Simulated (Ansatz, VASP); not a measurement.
## Co: VASP beside Ansatz

```xyz
2
Lattice="2.5326 0.0000 0.0000 -1.2663 2.1933 0.0000 0.0000 0.0000 4.0832" Properties=species:S:1:pos:R:3 pbc="T T T"
Co    0.0000    1.4622    1.0208
Co    1.2663    0.7311    3.0624
```

Alike in both runs: task single point; functional BLYP; k mesh 23 × 23 × 13; occupations fermi-dirac, width 0.05 eV; collinear spin.

|  | VASP | Ansatz |
| --- | --- | --- |
| version | VASP 6.6.1 | Ansatz 0.2.0 |
| potentials or method | VASP PAW PBE potentials, release 64 (Co), cutoff 520 eV | plane waves (420 eV) with PAW, scalar-relativistic |
| valence electrons in the cell | 18 | 34 |

|  | VASP | Ansatz | Ansatz less VASP |
| --- | --- | --- | --- |
| net moment per atom (μB) | 1.60 | 1.61 | +0.010 |
| size of the moment on the site where the two differ most (μB) | 1.62 | 1.68 | +0.058 |

VASP's potentials were made for PBE, not for BLYP. Site moments also hang on the region over which each program counts them. The functional is the same, so the differences come from potentials, cutoffs and numerics. VASP's potentials hold 18 valence electrons a cell and Ansatz's 34, so a difference there can come from the potentials and not from the codes.
